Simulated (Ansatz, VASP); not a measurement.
Sn in VASP and in Ansatz

The input INCAR:

```
SYSTEM = Sn
PREC     = Accurate       ! precision mode
ENCUT    = 520            ! plane-wave cutoff, eV
EDIFF    = 1E-6           ! SCF threshold, eV
ISMEAR   = 0              ! smearing method
SIGMA    = 0.15           ! smearing width, eV
LREAL    = .False.        ! projectors in reciprocal space
LASPH    = .True.         ! aspherical terms in the spheres
NELM     = 80             ! most SCF steps
ALGO     = Fast           ! electronic algorithm
ISIF     = 2              ! what is computed and relaxed
LWAVE    = .False.        ! write WAVECAR
LCHARG   = .False.        ! write CHGCAR
GGA      = PS             ! functional
NBANDS   = 13             ! bands
```

The input KPOINTS:

```
Automatic mesh
0
Gamma
  22 22 22
  0 0 0
```

POSCAR

```
Sn
1.0
   -1.6986867263      1.7469041365      2.4156512206
    1.6986867263     -1.7469041365      2.4156512206
    1.6986867263      1.7469041365     -2.4156512206
Sn
1
Direct
    0.0000000000      0.0000000000      0.0000000000
```

Input for Ansatz:

```yaml
crystal:
  lattice:
    - [-1.6986867263, 1.7469041365, 2.4156512206]
    - [1.6986867263, -1.7469041365, 2.4156512206]
    - [1.6986867263, 1.7469041365, -2.4156512206]
  atoms:
    - { symbol: Sn, position: [0.0, 0.0, 0.0] }
basis:
  ecutwfc: 420
kpoints:
  mp_grid: { grid: [22, 22, 22] }
hamiltonian:
  xc: pbesol
scf:
  occupations: { method: gaussian, width: 0.15 }
output:
  forces: true
  stress: true
  eigenvalues: true
```

Alike in both runs: task single point; functional PBEsol; k mesh 22 × 22 × 22; occupations gaussian, width 0.15 eV; no spin polarisation.

|  | VASP | Ansatz |
| --- | --- | --- |
| version | VASP 6.6.1 | Ansatz 0.2.0 |
| potentials or method | VASP PAW PBE potentials, release 64 (Sn_d), cutoff 520 eV | scalar-relativistic, plane waves, PAW |
| valence electrons in the cell | 14 | 14 |

```tsv
	VASP	Ansatz	Ansatz less VASP
gap on the k mesh at the Fermi level (eV)	none	none	-
pressure (GPa)	-3.6	-3.6	-0.01
traceless stress, the component that is largest in VASP (GPa)	0.35	0.35	+0.001
```

VASP's potentials were made for PBE, not for PBEsol. A gap of «none» marks a metal or a gap that the smearing closes.
